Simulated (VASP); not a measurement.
Te6Mo3H (a cell with a defect), 10 atoms in the cell. The cell holds a defect, 10 atoms: a = 3.433 Å, b = 3.433 Å, c = 20.770 Å, α = 90.00°, β = 90.00°, γ = 120.00°. 

| Property | Result |
| --- | --- |
| Program | VASP 6.6.1 |
| Task | single point |
| Functional | PBEsol |
| Dispersion | D3(BJ) |
| Potentials or basis | VASP PAW PBE potentials, release 64 (Te, Mo_sv, H) |
| Cutoff | 400 eV |
| k mesh | 9 × 9 × 2 |
| Occupations | gaussian, width 0.05 eV |
| Spin | no spin polarisation |
| Dipole correction | no |
| Further INCAR settings | ALGO = Normal; EDIFF = 1e-06; NBANDS = 50 |

Potentials or basis: VASP PAW PBE potentials, release 64 (Te, Mo_sv, H).

Run with:

```sh
$ cat potpaw_PBE.64/Te/POTCAR potpaw_PBE.64/Mo_sv/POTCAR potpaw_PBE.64/H/POTCAR > POTCAR
$ mpirun -np 1 vasp_std > vasp.out
```

Hardware: 1 thread of Intel Xeon 8259CL (shared host).

Task: How long does it take, and how much memory?

Result: Run time: 21 min on 1 thread of Intel Xeon 8259CL, on a shared host, peak memory 0.6 GiB. Counts: scf iterations 21, k points 82.
